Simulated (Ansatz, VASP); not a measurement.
# BaTiO3: VASP beside Ansatz

The input INCAR:

```
PREC = Accurate
ENCUT = 600
EDIFF = 1E-7
ISMEAR = -1
SIGMA = 0.05
LREAL = False
LASPH = True
NELM = 60
ALGO = Normal
ISIF = 3
LWAVE = False
LCHARG = False
GGA = PS
IVDW = 13
IBRION = 2
NSW = 60
EDIFFG = -0.01
```

File KPOINTS:

```
Automatic mesh
0
Gamma
  7 7 7
```

POSCAR

```
BaTiO3
1.0
    3.9855000000      0.0000000000      0.0000000000
    0.0000000000      2.8369000000      2.8451500000
    0.0000000000     -2.8369000000      2.8451500000
Ba Ti O
1 1 3
Direct
    0.0000000000      0.0000000000      0.0000000000
    0.5000000000      0.5124000000      0.5124000000
    0.5000000000      0.9918400000      0.5052400000
    0.5000000000      0.5052400000      0.9918400000
    0.0000000000      0.4874000000      0.4874000000
```

Contents of input.yaml:

```yaml
crystal:
  lattice:
    - [3.9855, 0.0, 0.0]
    - [0.0, 2.8369, 2.84515]
    - [0.0, -2.8369, 2.84515]
  atoms:
    - { symbol: Ba, position: [0.0, 0.0, 0.0] }
    - { symbol: Ti, position: [0.5, 0.5124, 0.5124] }
    - { symbol: O, position: [0.5, 0.99184, 0.50524] }
    - { symbol: O, position: [0.5, 0.50524, 0.99184] }
    - { symbol: O, position: [0.0, 0.4874, 0.4874] }
hamiltonian:
  xc: pbesol
  pseudopotentials: { kind: paw }
  dispersion: d4
kpoints:
  mp_grid: { grid: [7, 7, 7] }
scf:
  occupations: { method: fermi_dirac, width: 0.05 }
output:
  forces: true
  stress: true
  eigenvalues: true
relax:
  f_tol: 0.01
  max_steps: 40
  cell: { stress_tol: 0.05 }
```

Alike in both runs: task relaxation of cell and atoms; functional PBEsol; dispersion D4; k mesh 7 × 7 × 7; occupations fermi-dirac, width 0.05 eV; no spin polarisation.

|  | VASP | Ansatz |
| --- | --- | --- |
| version | VASP 6.6.1 | Ansatz 0.2.0 |
| potentials or method | VASP PAW PBE potentials, release 64 (Ba_sv, Ti_sv, O) | Ansatz PAW |
| plane-wave cutoff (eV) | 600 | 420 |
| valence electrons in the cell | 40 | 40 |

Ansatz gave:

| Property | Result |
| --- | --- |
| gap on the k mesh at the Fermi level, each at its own relaxed structure (eV) | 2.18 |
| relaxed volume (Å³/atom) | 12.51 |
| relaxed cell length with the largest relative difference (Å) | 3.984 |

Problem. What did VASP give for the same quantities?

Solution. gap on the k mesh at the Fermi level, each at its own relaxed structure (eV): 2.13; relaxed volume (Å³/atom): 12.67; relaxed cell length with the largest relative difference (Å): 4.003.

VASP's potentials were made for PBE, not for PBEsol.

Spin-orbit coupling is off throughout. Noted on Ansatz's run: odd divisions of the mesh miss points on the zone boundary, where band edges often lie, so the gap on the mesh can be too wide; the plane-wave basis is chosen anew once the cell has moved, so the energies of steps on either side of that aren't comparable.
